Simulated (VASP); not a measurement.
A run of VASP 6.6.1:

Contents of INCAR:

```
SYSTEM = BN
PREC     = Accurate       ! precision mode
ENCUT    = 520            ! plane-wave cutoff, eV
EDIFF    = 1E-6           ! SCF threshold, eV
ISMEAR   = 0              ! smearing method
SIGMA    = 0.02           ! smearing width, eV
LREAL    = .FALSE.        ! projectors in reciprocal space
LASPH    = .TRUE.         ! aspherical terms in the spheres
NELM     = 100            ! most SCF steps
ALGO     = Normal         ! electronic algorithm
ISIF     = 2              ! what is computed and relaxed
LWAVE    = .FALSE.        ! write WAVECAR
LCHARG   = .FALSE.        ! write CHGCAR
GGA      = PE             ! functional
NBANDS   = 11             ! bands
```

File KPOINTS:

```
regular mesh
0
G
  12 12 12
  0 0 0
```

Contents of POSCAR:

```
BN
1.0
    1.3281158177      0.7667880249      3.2769406902
   -1.3281158177      0.7667880249      3.2769406902
    0.0000000000     -1.5335760498      3.2769406902
B N
1 1
Direct
    0.9848473125      0.9848473125      0.9848473125
    0.3475856875      0.3475856875      0.3475856875
```

Potentials or basis: VASP PAW PBE potentials, release 64 (B, N).

Launch:

```console
$ cat potpaw_PBE.64/B/POTCAR potpaw_PBE.64/N/POTCAR > POTCAR
$ mpirun -np 1 vasp_std > vasp.out
```

Hardware: 1 thread of Intel(R) Xeon(R) Platinum 8559C (Emerald Rapids), with other jobs on the host.

Question: How long does it take, and how much memory?

Answer: It took 36 s on 1 thread of Intel(R) Xeon(R) Platinum 8559C (Emerald Rapids), on a shared host, peak memory 0.17 GiB. Counts: scf iterations 13, k points 189.
